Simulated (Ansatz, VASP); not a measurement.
InGa2O: VASP beside Ansatz

```xyz
4
Lattice="3.8060 0.0000 0.0000 0.0000 3.8060 0.0000 0.0000 0.0000 5.4573" Properties=species:S:1:pos:R:3 pbc="T T T"
In    1.9030    1.9030    2.7287
Ga    0.0000    1.9030    1.3436
Ga    1.9030    0.0000    4.1137
O     0.0000    0.0000    0.0000
```

Change from the starting cell: species swapped into the ZnGeP2 type (P-4m2, No. 115).

Alike in both runs: task single point; functional PBE; k mesh 4 × 4 × 4; occupations gaussian, width 0.1 eV; collinear spin.

|  | VASP | Ansatz |
| --- | --- | --- |
| version | VASP 6.6.1 | Ansatz 0.2.0 |
| potentials or method | VASP PAW PBE potentials, release 64 (In_d, Ga_d, O), cutoff 520 eV | scalar-relativistic, plane waves, PAW |
| valence electrons in the cell | 45 | 45 |

|  | VASP | Ansatz | Ansatz less VASP |
| --- | --- | --- | --- |
| gap on the k mesh at the Fermi level (eV) | none | none | - |
| pressure (GPa) | 9.7 | 9.6 | -0.14 |
| traceless stress, the component that is largest in VASP (GPa) | 0.68 | 0.66 | -0.011 |
| rms of the force components (eV/Å) | 1.819 | 1.816 | -0.0028 |
| net moment per atom (μB) | 0.00 | 0.00 | 0.000 |

Atom by atom the forces differ by 0.003 eV/Å (rms over components). A gap of «none» marks a metal or a gap that the smearing closes. The functional is the same, so the differences come from potentials, cutoffs and numerics. Ansatz's warnings: seeded moment not kept.

The k mesh is coarse, so the values compare programs but aren't converged.
